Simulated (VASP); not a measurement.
A run of VASP 6.6.1 is set up as follows.

The input INCAR:

```
PREC = Accurate
ENCUT = 520
EDIFF = 1E-6
ISMEAR = -1
SIGMA = 0.1
LREAL = False
LASPH = True
NELM = 80
ALGO = Normal
ISIF = 2
LWAVE = False
LCHARG = True
GGA = B5
ALDAX = 1.0
AGGAX = 1.0
AGGAC = 1.0
ALDAC = 0.0
LELF = True
LVHAR = True
NBANDS = 15
```

The input KPOINTS:

```
regular mesh
0
Gamma
  12 12 12
```

Contents of POSCAR:

```
Fe
1.0
    0.0000000000      2.4039699735      2.4039699735
    2.4039699735      0.0000000000      2.4039699735
    2.4039699735      2.4039699735      0.0000000000
Fe
2
Direct
    0.1250000000      0.1250000000      0.1250000000
    0.8750000000      0.8750000000      0.8750000000
```

Potentials or basis: VASP PAW PBE potentials, release 64 (Fe).

Command:

```sh
$ cat potpaw_PBE.64/Fe/POTCAR > POTCAR
$ mpirun -np 1 vasp_std > vasp.out
```

(1) What does it give for the band gap on the k mesh?

(2) What does it give for the pressure?

Answers

(1) zero (band 8 reaches 4.71 eV, above the bottom of band 9 at 3.99 eV).

(2) 12.3 GPa.

Caveat: the PAW data sets were made with another functional, which shifts forces and pressure a little; the run has no spin polarisation, though such a crystal can be magnetic.
